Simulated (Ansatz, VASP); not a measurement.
**CdS: VASP beside Ansatz**

```
Cd S
1.0
     0.00000    2.73477    2.73477
     2.73477    0.00000    2.73477
     2.73477    2.73477    0.00000
Cd S
1 1
Cartesian
  0.0000 0.0000 0.0000
  2.7348 2.7348 2.7348
```

Alike in both runs: task single point; functional PBEsol; k mesh 8 × 8 × 8; occupations fermi-dirac, width 0.05 eV; no spin polarisation.

|  | VASP | Ansatz |
| --- | --- | --- |
| version | VASP 6.6.1 | Ansatz 0.2.0 |
| potentials or method | VASP PAW PBE potentials, release 64 (Cd, S) | Ansatz PAW |
| plane-wave cutoff (eV) | 520 | 420 |
| valence electrons in the cell | 18 | 26 |

Ansatz gave:

| Item | Value |
| --- | --- |
| pressure (GPa) | -3.1 |

Question: Estimate VASP's values.

Answer: Pressure (GPa): -2.6.

VASP's potentials were made for PBE, not for PBEsol. VASP's potentials hold 18 valence electrons a cell and Ansatz's 26, so a difference there can come from the potentials and not from the codes.
